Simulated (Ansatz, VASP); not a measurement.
**Two plane-wave programs on SrVO3**

Contents of INCAR:

```
PREC = Accurate
ENCUT = 520
EDIFF = 1E-6
ISMEAR = 0
SIGMA = 0.1
LREAL = F
LASPH = T
NELM = 150
ALGO = Normal
ISIF = 2
LWAVE = F
LCHARG = F
ISPIN = 2
MAGMOM = 0 0.96 -0.08 -0.06 -0.06
LORBIT = 11
LMAXMIX = 4
LDAU = T
LDAUTYPE = 2
LDAUL = -1 2 -1
LDAUU = 0 3.25 0
LDAUJ = 0 0 0
LDAUPRINT = 1
GGA = PE
NBANDS = 32
```

File KPOINTS:

```
regular mesh
0
Gamma
  6 6 6
```

Contents of POSCAR:

```
SrVO3
1.0
    3.7538000000      0.0000000000      0.0000000000
    0.0000000000      3.7538000000      0.0000000000
    0.0000000000      0.0000000000      3.7538000000
Sr V O
1 1 3
Direct
    0.0000000000      0.0000000000      0.0000000000
    0.5000000000      0.5000000000      0.5000000000
    0.5000000000      0.5000000000      0.0000000000
    0.5000000000      0.0000000000      0.5000000000
    0.0000000000      0.5000000000      0.5000000000
```

Input for Ansatz:

```yaml
crystal:
  lattice:
    - [3.7538, 0, 0]
    - [0, 3.7538, 0]
    - [0, 0, 3.7538]
  atoms:
    - { symbol: Sr, position: [0, 0, 0] }
    - { symbol: V, position: [0.5, 0.5, 0.5], spin: 1.0 }
    - { symbol: O, position: [0.5, 0.5, 0] }
    - { symbol: O, position: [0.5, 0, 0.5] }
    - { symbol: O, position: [0, 0.5, 0.5] }
kpoints:
  mp_grid: { grid: [6, 6, 6], shift: [0, 0, 0] }
hamiltonian:
  xc: pbe
  pseudopotentials: { kind: nc }
  hubbard:
    occupation_matrices:
      up:
        matrix:
          - [0.3, 0, 0, 0, 0]
          - [0, 0.2, 0, 0, 0]
          - [0, 0, 0.2, 0, 0]
          - [0, 0, 0, 0.3, 0]
          - [0, 0, 0, 0, 0.9]
      dn:
        matrix:
          - [0.25, 0, 0, 0, 0]
          - [0, 0.1, 0, 0, 0]
          - [0, 0, 0.1, 0, 0]
          - [0, 0, 0, 0.25, 0]
          - [0, 0, 0, 0, 0.1]
    sites:
      - { site: 1, l: d, u_eff: 3.25, starting_ns: [{ spin: up, occupation_matrix: up }, { spin: down, occupation_matrix: dn }] }
magnetization:
  spin_polarized: true
scf:
  lower_state_search: "off"
  occupations: { method: gaussian, width: 0.1 }
```

Alike in both runs: task single point; functional PBE; k mesh 6 × 6 × 6; occupations gaussian, width 0.1 eV; collinear spin; Hubbard terms V d U = 3.25 eV.

|  | VASP | Ansatz |
| --- | --- | --- |
| version | VASP 6.6.1 | Ansatz development build ahead of 0.2.0 |
| potentials or method | VASP PAW PBE potentials, release 64 (Sr_sv, V_sv, O) | norm-conserving potentials, plane waves, scalar-relativistic |
| plane-wave cutoff (eV) | 520 | 1240 |

```tsv
	VASP	Ansatz	Ansatz less VASP
net moment per atom (μB)	0.20	0.20	0.000
size of the moment on the site where the two differ most (μB)	1.07	0.87	-0.199
```

Site moments also hang on the region over which each program counts them. The programs project onto different local orbitals, so the same U acts differently, and such runs can settle in different states. Ansatz's warnings: filled band counts differ across k points, specified occupation not kept.
